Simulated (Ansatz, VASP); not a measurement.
Two plane-wave programs on Pt

```xyz
1
Lattice="0.0000 1.9716 1.9716 1.9716 0.0000 1.9716 1.9716 1.9716 0.0000" Properties=species:S:1:pos:R:3 pbc="T T T"
Pt    0.0000    0.0000    0.0000
```

Alike in both runs: task relaxation of cell and atoms; functional r2SCAN; k mesh 18 × 18 × 18; no spin polarisation; Hubbard terms Pt d U = 3.0 eV.

|  | VASP | Ansatz |
| --- | --- | --- |
| version | VASP 6.6.1 | Ansatz 0.2.0 |
| potentials or method | VASP PAW PBE potentials, release 64 (Pt) | scalar-relativistic, plane waves, PAW |
| plane-wave cutoff (eV) | 600 | 500 |
| occupations | tetrahedron | tetrahedron-uncorrected |
| valence electrons in the cell | 10 | 18 |

Ansatz gave:

```
gap on the k mesh at the Fermi level, each at its own relaxed structure (eV)  : none
relaxed volume (Å³/atom)                                                      : 15.39
relaxed length of the cell vector where the two differ most in proportion (Å) : 2.792
```

Problem. Estimate VASP's values.

Solution. gap on the k mesh at the Fermi level, each at its own relaxed structure (eV): none; relaxed volume (Å³/atom): 14.89; relaxed length of the cell vector where the two differ most in proportion (Å): 2.761.

VASP's potentials were made for PBE, not for r2SCAN. The programs project onto different local orbitals, so the same U acts differently, and such runs can settle in different states. A gap of «none» marks a metal or a gap that the smearing closes. VASP's potentials hold 10 valence electrons a cell and Ansatz's 18, so a difference there can come from the potentials and not from the codes. Ansatz's warnings: band table not solved further, filled band counts differ across k points, forces under tetrahedra.

Neither program's run includes spin-orbit coupling.
